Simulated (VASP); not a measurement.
# Cd (P6_3/mmc) in VASP: a series of runs

Cd is run at these levels: LDA; tasks: single point.

Program: VASP 6.6.1. These are calculated values, not measurements. Logs are shortened: lines on timing, memory, paths and dates and some standing lists are left out, and cuts for length are marked.

## (1) The cell of the first run

The structure is hexagonal, space group P6_3/mmc (No. 194). The conventional cell has a = 2.882 Å, b = 2.882 Å, c = 5.638 Å, α = 90.00°, β = 90.00°, γ = 120.00°. Cd (site symmetry -6m2) has 12 Cd at 2.88 to 3.27 Å within 3.8 Å.

## (2) Single point, LDA

File INCAR:

```
ALGO     = Normal         # electronic algorithm
EDIFF    = 1E-6           # SCF threshold, eV
ENCUT    = 630            # plane-wave cutoff, eV
GGA_COMPAT= False        
ISIF     = 2              # what is computed and relaxed
ISMEAR   = 1              # smearing method
LASPH    = True           # aspherical terms in the spheres
LCHARG   = False          # write CHGCAR
LREAL    = False          # projectors in reciprocal space
LWAVE    = False          # write WAVECAR
NBANDS   = 27             # bands
NELM     = 120            # most SCF steps
PREC     = Accurate       # precision mode
SIGMA    = 0.1            # smearing width, eV
```

File KPOINTS:

```
k-points
0
Gamma
  13 13 6
```

File POSCAR:

```
Cd
1.0
    2.8818641727      0.0000000000      0.0000000000
   -1.4409320863      2.4957675838      0.0000000000
    0.0000000000      0.0000000000      5.6383707528
Cd
2
Direct
    0.3333333333      0.6666666667      0.2500000000
    0.6666666667      0.3333333333      0.7500000000
```

Potentials or basis: VASP PAW LDA potentials, release 64 (Cd_sv_GW).

The run is started by

```sh
$ cat potpaw_LDA.64/Cd_sv_GW/POTCAR > POTCAR
$ mpirun -np 1 vasp_std > vasp.out
```

OUTCAR:

```text
EDIFF = 1E-6
   ENCUT = 630
   ISIF = 2
   ISMEAR = 1
   LASPH = True
   LREAL = False
   NELM = 120
   PREC = Accurate

 ion  position               nearest neighbor table
   1  0.333  0.667  0.250-
   2  0.667  0.333  0.750-

  LATTYP: Found a hexagonal cell.
 ALAT       =     2.8818641727
 C/A-ratio  =     1.9565012141

  Lattice vectors:

 A1 = (   2.8818641727,   0.0000000000,   0.0000000000)
 A2 = (  -1.4409320863,   2.4957675838,   0.0000000000)
 A3 = (   0.0000000000,   0.0000000000,   5.6383707528)

Analysis of symmetry for initial positions (statically):
=====================================================================
 Subroutine PRICEL returns:
 Original cell was already a primitive cell.

 Routine SETGRP: Setting up the symmetry group for a
 hexagonal supercell.

 Subroutine GETGRP returns: Found 24 space group operations
 (whereof 12 operations were pure point group operations)
 out of a pool of 24 trial point group operations.

The static configuration has the point symmetry D_3d.
 The point group associated with its full space group is D_6h.

Analysis of symmetry for dynamics (positions and initial velocities):
=====================================================================
 Subroutine PRICEL returns:
 Original cell was already a primitive cell.

 Routine SETGRP: Setting up the symmetry group for a
 hexagonal supercell.

 Subroutine GETGRP returns: Found 24 space group operations
 (whereof 12 operations were pure point group operations)
 out of a pool of 24 trial point group operations.

The dynamic configuration has the point symmetry D_3d.
 The point group associated with its full space group is D_6h.

 Subroutine INISYM returns: Found 24 space group operations
 (whereof 12 operations are pure point group operations),
 and found     1 'primitive' translations

----------------------------------------------------------------------------------------

                                     Primitive cell

  volume of cell :      40.5538

  direct lattice vectors                    reciprocal lattice vectors
[... 78 lines left out ...]
   PREC   = accura    normal or accurate (medium, high low for compatibility)
   ISTART =      0    job   : 0-new  1-cont  2-samecut
   ICHARG =      2    charge: 1-file 2-atom 10-const
   ISPIN  =      1    spin polarized calculation?
   LNONCOLLINEAR =      F non collinear calculations
   LSORBIT =      F    spin-orbit coupling
   LASPH  =      T    aspherical Exc in radial PAW
   ENCUT  =  630.0 eV  46.30 Ry    6.80 a.u.   5.90  5.90 11.54*2*pi/ulx,y,z
   NELM   =    120;   NELMIN=  2; NELMDL= -5     # of ELM steps
   EDIFF  = 0.1E-05   stopping-criterion for ELM
   LREAL  =      F    real-space projection
   EDIFFG = 0.1E-04   stopping-criterion for IOM
   NSW    =      0    number of steps for IOM
   IBRION =     -1    ionic relax: 0-MD 1-quasi-New 2-CG
   NFREE  =      0    steps in history (QN), initial steepest desc. (CG)
   ISIF   =      2    stress and relaxation
   ISYM   =      2    0-nonsym 1-usesym 2-fastsym
   POTIM  = 0.5000    time-step for ionic-motion
   TEBEG  =    0.0;   TEEND  =   0.0 temperature during run
   PSTRESS=    0.0 pullay stress
   NELECT =      40.0000    total number of electrons
   NUPDOWN=      -1.0000    fix difference up-down
   EMIN   =  10.00;   EMAX   =-10.00  energy-range for DOS
   EFERMI =   0.00;   METHOD = LEGACY
   ISMEAR =     1;   SIGMA  =   0.10  broadening in eV -4-tet -1-fermi 0-gaus
   EFERMI_NEDOS =   21; number of points for ismear=-14 and -15
   IALGO  =     38    algorithm
   IMIX   =      4    mixing-type and parameters
     AMIX     =   0.40;   BMIX     =  1.00
     AMIX_MAG =   1.60;   BMIX_MAG =  1.00
  volume/ion in A,a.u.               =      20.28       136.84
  Fermi-wavevector in a.u.,A,eV,Ry     =   1.629613  3.079521 36.132143  2.655638
  Thomas-Fermi vector in A             =   2.722050
   LORBIT       =      0    0 simple, 1 ext, 2 COOP (PROOUT), +10 PAW based schemes
   GGA     = CA    functional components
   LHFCALC =     F    Hartree Fock is set to
   AEXX    =    0.0000 exact exchange contribution
   IVDW    =     0    specifies the selected vdW correction
   LEPSILON=     F    determine dielectric tensor
   LRPA    =     F    only Hartree local field effects (RPA)
 non-spin polarized calculation
 Methfessel and Paxton  Order N= 1 SIGMA  =   0.10
  energy-cutoff  :      630.00
  volume of cell :       40.55
 maximum number of plane-waves:      1474
 NGX is ok and might be reduce to    24
   NGX = 11   NGY = 11   NGZ = 23

 number of electron      40.0000021 magnetization

 Free energy of the ion-electron system (eV)
  ---------------------------------------------------
  ext. energy  EPLUGINS =         0.00000000
  ---------------------------------------------------
  free energy    TOTEN  =        -3.06586429 eV

  energy without entropy =       -3.06650496  energy(sigma->0) =       -3.06607785

 E-fermi :   6.7457     XC(G=0): -12.0175

 val. band max:        6.6132455117   @ k =   0.1538   0.0769   0.1667
 cond. band min:       6.7565063828   @ k =   0.3077  -0.0000   0.0000
 fundamental gap:      0.1432608710
 Fermi energy:         6.7456954323

 k-point     1 :       0.0000    0.0000    0.0000
  band No.  band energies     occupation
      1     -95.7292      2.00000
      2     -95.7280      2.00000
      3     -57.1035      2.00000
      4     -57.0814      2.00000
      5     -57.0574      2.00000
      6     -57.0574      2.00000
[... 709 lines left out ...]
     26      21.2768      0.00000
     27      22.5734      0.00000

 [... further k-points ...]

------------------------ aborting loop because EDIFF is reached ----------------------------------------

  FORCE on cell =-STRESS in cart. coord.  units (eV):
  Direction    XX          YY          ZZ          XY          YZ          ZX
  --------------------------------------------------------------------------------------
  -------------------------------------------------------------------------------------
  Total        0.2814407      0.2814407     -0.5658990      0.0000000      0.0000000      0.0000000
  in kB       11.1190112     11.1190112    -22.3572440      0.0000000      0.0000000      0.0000000
  external PRESSURE =      -0.0397406 kB  Pullay stress =       0.0000000 kB

 VOLUME and BASIS-vectors are now :
 -----------------------------------------------------------------------------
  energy-cutoff  :      630.00
  volume of cell :       40.55
      direct lattice vectors                 reciprocal lattice vectors
     2.881864173  0.000000000  0.000000000     0.346997617  0.200339167  0.000000000
    -1.440932086  2.495767584  0.000000000     0.000000000  0.400678335  0.000000000
     0.000000000  0.000000000  5.638370753     0.000000000  0.000000000  0.177356198

 POSITION                                       TOTAL-FORCE (eV/Angst)
 -----------------------------------------------------------------------------------
     -0.00000      1.66385      1.40959        -0.000000      0.000000      0.000000
      1.44093      0.83192      4.22878         0.000000     -0.000000     -0.000000
 -----------------------------------------------------------------------------------
    total drift:                               -0.000000      0.000000      0.000000

  FREE ENERGIE OF THE ION-ELECTRON SYSTEM (eV)
  ---------------------------------------------------
  free  energy   TOTEN  =        -3.0658642909 eV

  energy  without entropy=       -3.0665049567  energy(sigma->0) =       -3.06607785
```

OSZICAR:

```text
N       E                     dE             d eps       ncg     rms          rms(c)
DAV:   1     0.113430438243E+04    0.11343E+04   -0.27460E+04  4640   0.256E+03
DAV:   2     0.113575158321E+03   -0.10207E+04   -0.96476E+03  4536   0.937E+02
DAV:   3     0.217547641298E+01   -0.11140E+03   -0.10949E+03  6831   0.396E+02
DAV:   4    -0.287375256864E+01   -0.50492E+01   -0.50360E+01  6692   0.109E+02
DAV:   5    -0.323939425598E+01   -0.36564E+00   -0.36563E+00  6988   0.241E+01    0.408E+01
DAV:   6    -0.308308418268E+01    0.15631E+00   -0.46720E-01  7056   0.156E+01    0.240E+01
DAV:   7    -0.306605716567E+01    0.17027E-01   -0.55030E-02  6400   0.323E+00    0.135E+00
DAV:   8    -0.306592178518E+01    0.13538E-03   -0.46975E-03  7235   0.152E+00    0.144E-01
DAV:   9    -0.306586592952E+01    0.55856E-04   -0.24239E-04  7249   0.191E-01    0.482E-02
DAV:  10    -0.306586438644E+01    0.15431E-05   -0.18928E-05  7106   0.103E-01    0.482E-03
DAV:  11    -0.306586429091E+01    0.95537E-07   -0.45351E-07  3228   0.189E-02
   1 F= -.30658643E+01 E0= -.30660778E+01  d E =0.640666E-03
```

stdout:

```text
POSCAR found type information on POSCAR Cd
 POSCAR found :  1 types and       2 ions
 scaLAPACK will be used
 LDA part: xc-table for (Slater(with rela. corr.)+CA(PZ))
 , standard interpolation
 POSCAR, INCAR and KPOINTS ok, starting setup
 FFT: planning ... GRIDC
 FFT: planning ... GRID_SOFT
 FFT: planning ... GRID
 WAVECAR not read
 entering main loop
```

It took 44 s on 1 thread of Intel Xeon 6975P-C (Granite Rapids), shared host; peak memory 0.24 GiB.

What came out:

```yaml
Free_energy: -3.0659 eV
Pressure: 0.0 GPa
Band_gap_on_the_k_mesh: zero (bands 20 and 21 overlap by 4.68 eV)
```

## (3) Single point, LDA

File INCAR:

```
SYSTEM = Cd
ALGO     = Normal         ! electronic algorithm
EDIFF    = 1E-6           ! SCF threshold, eV
ENCUT    = 630            ! plane-wave cutoff, eV
GGA_COMPAT= .FALSE.      
ISIF     = 2              ! what is computed and relaxed
ISMEAR   = -1             ! smearing method
LASPH    = .TRUE.         ! aspherical terms in the spheres
LCHARG   = .FALSE.        ! write CHGCAR
LREAL    = .FALSE.        ! projectors in reciprocal space
LWAVE    = .FALSE.        ! write WAVECAR
NBANDS   = 27             ! bands
NELM     = 120            ! most SCF steps
PREC     = Accurate       ! precision mode
SIGMA    = 0.1            ! smearing width, eV
```

File KPOINTS:

```
k-points
0
G
  13 13 6
  0 0 0
```

POSCAR is that of step 2.

Potentials or basis: VASP PAW LDA potentials, release 64 (Cd_sv_GW).

The run is started by

```sh
$ cat potpaw_LDA.64/Cd_sv_GW/POTCAR > POTCAR
$ mpirun -np 1 vasp_std > vasp.out
```

It took 58 s on 1 thread of AMD EPYC 9R45 (Zen 5), shared host; peak memory 0.21 GiB.

Results (log left out):

```
Free energy            : -3.0721 eV
Pressure               : 0.0 GPa
Band gap on the k mesh : zero (bands 20 and 21 overlap by 4.68 eV)
```

Stress tensor (GPa, compression positive):
```
 1.04  0.00  0.00
 0.00  1.04  0.00
 0.00  0.00 -2.04
```

Levels at points of the mesh, in eV from the Fermi level:
| k point | band 18 | band 19 | band 20 | band 21 | band 22 | band 23 |
| --- | --- | --- | --- | --- | --- | --- |
| (0.00, 0.00, 0.00) | -8.36 | -8.36 | -3.34 | -3.30 | 9.79 | 14.34 |
| (0.00, 0.00, 0.50) | -8.47 | -7.66 | -7.66 | 3.38 | 3.38 | 14.61 |

The gap in the log of VASP goes by the Fermi energy; the results here count the filled bands.